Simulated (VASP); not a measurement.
Input of a VASP 6.6.1 run:

INCAR

```
SYSTEM = Al
PREC     = Accurate       ! precision mode
ENCUT    = 520            ! plane-wave cutoff, eV
EDIFF    = 1E-7           ! SCF threshold, eV
ISMEAR   = -1             ! smearing method
SIGMA    = 0.05           ! smearing width, eV
LREAL    = .False.        ! projectors in reciprocal space
LASPH    = .True.         ! aspherical terms in the spheres
NELM     = 60             ! most SCF steps
ALGO     = Normal         ! electronic algorithm
ISIF     = 2              ! what is computed and relaxed
LWAVE    = .False.        ! write WAVECAR
LCHARG   = .False.        ! write CHGCAR
GGA      = PS             ! functional
NBANDS   = 10             ! bands
```

File KPOINTS:

```
Automatic mesh
0
Gamma
  14 14 7
  0 0 0
```

File POSCAR:

```
Al
1.0
    2.8124550000      0.0000000000      0.0000000000
   -1.4062280000      2.4356580000      0.0000000000
    0.0000000000      0.0000000000      4.8668500000
Al
2
Direct
    0.6666666667      0.3333333333      0.7500000000
    0.3333333333      0.6666666667      0.2500000000
```

Potentials or basis: VASP PAW PBE potentials, release 64 (Al).

Run with:

```bash
$ cat potpaw_PBE.64/Al/POTCAR > POTCAR
$ mpirun -np 1 vasp_std > vasp.out
```

Problem. Predict the band gap on the k mesh.

Solution. Zero (bands 3 and 4 overlap by 5.32 eV).

Problem. Estimate the pressure.

Solution. -1.3 GPa.

Stress tensor (GPa, compression positive):
```
-0.65  0.00  0.00
 0.00 -0.65  0.00
 0.00  0.00 -2.76
```

Caveat: the PAW data sets were made with another functional, which shifts forces and pressure a little.
